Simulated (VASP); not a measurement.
A run of VASP 6.6.1:

File INCAR:

```
PREC = Accurate
ENCUT = 520
EDIFF = 1E-7
ISMEAR = -1
SIGMA = 0.1
LREAL = False
LASPH = True
NELM = 80
ALGO = Normal
ISIF = 2
LWAVE = False
LCHARG = False
GGA = PE
NBANDS = 12
```

The input KPOINTS:

```
Automatic mesh
0
Gamma
  19 19 19
```

POSCAR

```
In
1.0
    0.0000000000      2.4864567572      2.4864567572
    2.4864567572      0.0000000000      2.4864567572
    2.4864567572      2.4864567572      0.0000000000
In
1
Direct
    0.0000000000      0.0000000000      0.0000000000
```

Potentials or basis: VASP PAW PBE potentials, release 64 (In_d).

Command:

```console
$ cat potpaw_PBE.64/In_d/POTCAR > POTCAR
$ mpirun -np 1 vasp_std > vasp.out
```

Hardware: 1 thread of Intel Xeon 8259CL, on a shared host.

**Question.** How long does it take, and how much memory?

**Answer.** Wall time 90 s on 1 thread of Intel Xeon 8259CL, with other jobs on the host, peak memory 0.22 GiB. Counts: scf iterations 11, k points 220.
